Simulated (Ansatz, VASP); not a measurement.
Given: the input of a run of VASP 6.6.1 on BN.

File POSCAR:

```
BN
1.0
    1.2594075994      0.7271193165      3.3952723682
   -1.2594075994      0.7271193165      3.3952723682
    0.0000000000     -1.4542386330      3.3952723682
N B
1 1
Direct
    0.6672382000      0.6672382000      0.6672382000
    0.0003288000      0.0003288000      0.0003288000
```

Contents of INCAR.step1:

```
SYSTEM = BN
PREC = Accurate ; ENCUT = 520
EDIFF = 1E-5 ; ISMEAR = -1
SIGMA = 0.05 ; LREAL = .False.
LASPH = .True. ; NELM = 100
ALGO = Normal ; ISIF = 2
LWAVE = .True. ; LCHARG = .False.
GGA = PE ; NBANDS = 11
```

Contents of INCAR.step2:

```
SYSTEM = BN
PREC = Accurate ; ENCUT = 520
EDIFF = 1E-7 ; ISMEAR = -1
SIGMA = 0.05 ; LREAL = .False.
LASPH = .True. ; NELM = 100
ALGO = Normal ; ISIF = 2
LWAVE = .False. ; LCHARG = .False.
GGA = PE ; LHFCALC = .True.
HFSCREEN = 0.2079 ; PRECFOCK = Normal
ISTART = 1 ; NBANDS = 11
```

File KPOINTS:

```
Automatic mesh
0
Gamma
  8 8 8
  0 0 0
```

Potentials or basis: VASP PAW PBE potentials, release 64 (N, B).

Command:

```bash
$ cat potpaw_PBE.64/N/POTCAR potpaw_PBE.64/B/POTCAR > POTCAR
$ cp INCAR.step1 INCAR
$ mpirun -np 1 vasp_std > vasp.out
$ cp INCAR.step2 INCAR
$ mpirun -np 1 vasp_std > vasp.out
```

Set up the same calculation for Ansatz 0.2.0. Potentials there: Ansatz PAW.

As run (the cutoff follows the program's own potentials):

Contents of input:

```
crystal:
  lattice:
    - [1.2594075994, 0.7271193165, 3.3952723682]
    - [-1.2594075994, 0.7271193165, 3.3952723682]
    - [0.0, -1.454238633, 3.3952723682]
  atoms:
    - { symbol: "N", position: [0.6672382, 0.6672382, 0.6672382] }
    - { symbol: B, position: [0.0003288, 0.0003288, 0.0003288] }
hamiltonian:
  xc: hse06
  pseudopotentials: { kind: paw }
kpoints:
  mp_grid: { grid: [8, 8, 8] }
scf:
  occupations: { method: fermi_dirac, width: 0.05 }
output:
  forces: true
  stress: true
  eigenvalues: true
```

Both were run:

|  | VASP | Ansatz | Ansatz less VASP |
| --- | --- | --- | --- |
| gap on the k mesh at the Fermi level (eV) | 5.54 | 5.55 | +0.009 |
| least direct gap on the mesh (eV) | 6.27 | 6.28 | +0.008 |
| pressure (GPa) | -5.9 | -6.1 | -0.20 |
| traceless stress, the component that is largest in VASP (GPa) | 7.45 | 7.82 | +0.368 |
| rms of the force components (eV/Å) | 0.004 | 0.004 | -0.0001 |

Atom by atom the forces differ by 0.000 eV/Å (rms over components).
